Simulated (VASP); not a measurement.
Here is a VASP 6.6.1 calculation.

The input POSCAR:

```
V
1.0
   -1.5130000000      1.5130000000      1.5130000000
    1.5130000000     -1.5130000000      1.5130000000
    1.5130000000      1.5130000000     -1.5130000000
V
1
Direct
    0.0000000000      0.0000000000      0.0000000000
```

The input INCAR.step1:

```
SYSTEM = V
PREC     = Accurate       ! precision mode
ENCUT    = 520            ! plane-wave cutoff, eV
ISMEAR   = -1             ! smearing method
SIGMA    = 0.1            ! smearing width, eV
LREAL    = .False.        ! projectors in reciprocal space
LASPH    = .True.         ! aspherical terms in the spheres
NELM     = 150            ! most SCF steps
ISPIN    = 2              ! spin polarisation
MAGMOM   = 0.2            ! initial moments
LMAXMIX  = 4              ! l up to which the mixer works
NBANDS   = 16             ! bands
GGA      = PE             ! functional
ALGO     = Normal         ! electronic algorithm
EDIFF    = 1E-4           ! SCF threshold, eV
LWAVE    = .True.         ! write WAVECAR
LCHARG   = .False.        ! write CHGCAR
```

File INCAR.step2:

```
SYSTEM = V
PREC     = Accurate       ! precision mode
ENCUT    = 520            ! plane-wave cutoff, eV
EDIFF    = 1E-6           ! SCF threshold, eV
ISMEAR   = -1             ! smearing method
SIGMA    = 0.1            ! smearing width, eV
LREAL    = .False.        ! projectors in reciprocal space
LASPH    = .True.         ! aspherical terms in the spheres
NELM     = 150            ! most SCF steps
ALGO     = Normal         ! electronic algorithm
ISIF     = 2              ! what is computed and relaxed
LWAVE    = .False.        ! write WAVECAR
LCHARG   = .False.        ! write CHGCAR
ISPIN    = 2              ! spin polarisation
MAGMOM   = 0.2            ! initial moments
LORBIT   = 11             ! projections on sites
LMAXMIX  = 4              ! l up to which the mixer works
METAGGA  = R2SCAN         ! meta-GGA
LMIXTAU  = .True.       
NBANDS   = 16             ! bands
ISTART   = 1
```

The input KPOINTS:

```
Automatic mesh
0
Gamma
  12 12 12
  0 0 0
```

Potentials or basis: VASP PAW PBE potentials, release 64 (V_sv).

The run is started by

```sh
$ cat potpaw_PBE.64/V_sv/POTCAR > POTCAR
$ cp INCAR.step1 INCAR
$ mpirun -np 1 vasp_std > vasp.out
$ cp INCAR.step2 INCAR
$ mpirun -np 1 vasp_std > vasp.out
```

Question: What does it give for the pressure?

Answer: -6.7 GPa.

Question: Predict the net moment.

Answer: 0.01 μB per cell.

Caveat: the PAW data sets were made with another functional, which shifts forces and pressure a little.
